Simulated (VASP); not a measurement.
Runs of VASP 6.6.1 on ZnCd3Se2. The structure is that of space group P6/mmm (No. 191), or close to it. The cells are those of the table. The cell was built from a structure type or drawn by symmetry, and may not be a known phase.

```tsv
task	cell	k mesh	cutoff (eV)	gap on the mesh (eV)	pressure (GPa)
relaxation of cell and atoms	relaxed from a = 6.485, b = 6.485, c = 3.812 Å, angles 90.0, 90.0, 120.0°, 6 atoms	3 × 3 × 4	600	none	0.2
single point	a = 6.485, b = 6.485, c = 3.812 Å, angles 90.0, 90.0, 120.0°, 6 atoms	3 × 3 × 4	520	none	(a)
single point	a = 7.063, b = 7.063, c = 3.998 Å, angles 90.0, 90.0, 120.0°, 6 atoms	3 × 3 × 4	520	none	0.4
single point	a = 7.089, b = 7.089, c = 3.976 Å, angles 90.0, 90.0, 120.0°, 6 atoms	6 × 6 × 10	520	none	0.2
```

Alike in all rows: level PBE; potentials or basis VASP PAW PBE potentials, release 64 (Zn, Cd, Se); no spin polarisation; smearing gaussian 0.1 eV.

**Question.** Estimate the missing entries.

**Answer.** (a) 12.4.

Caveats: some runs use coarse meshes.

A k mesh can miss the band edges, and the runs leave out spin-orbit coupling on Cd, Se.

A gap of «none» marks levels without a gap at the run's occupations.
